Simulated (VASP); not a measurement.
GaO3:

```
CELL_PARAMETERS angstrom
-2.35567 2.35567 2.35567
2.35567 -2.35567 2.35567
2.35567 2.35567 -2.35567
ATOMIC_POSITIONS crystal
Ga 0.00000 0.00000 0.00000
O 0.00000 0.50000 0.50000
O 0.50000 0.00000 0.50000
O 0.50000 0.50000 0.00000
```

* Program: VASP 6.6.1
* Task: relaxation of cell and atoms
* Functional: PBE
* Potentials or basis: VASP PAW PBE potentials, release 64 (Ga_d, O)
* Cutoff: 600 eV
* k mesh: 6 × 6 × 6
* Occupations: gaussian, width 0.1 eV
* Spin: no spin polarisation

At the start: pressure -27.7 GPa; volume 13.07 Å³/atom.

Problem. How do energy, volume and symmetry change on relaxing?

Solution. Over 3 steps the energy falls by 520.5 meV/atom and the volume is 8.97 Å³/atom (-31.4 %); space group Im-3m (No. 229, to 0.05 Å).

The path:
```
step  energy change (eV)  largest force (eV/Å)  pressure (GPa)  volume (Å³)
   1              0.0000                0.0000          -27.73        52.29
   2             -2.0622                0.0000           -5.33        36.97
   3             -2.0820                0.0000           -0.15        35.89
```

Final structure:
```
Ga O
1.0
    -2.07790    2.07790    2.07790
     2.07790   -2.07790    2.07790
     2.07790    2.07790   -2.07790
Ga O
1 3
Direct
  0.00000 0.00000 0.00000
  0.00000 0.50000 0.50000
  0.50000 0.00000 0.50000
  0.50000 0.50000 0.00000
```

Caveat: the volume moved by over 15 % at a fixed basis, so the end points are rough; an odd number of electrons without spin polarisation forces a metal; a magnetic or distorted state may lie lower.
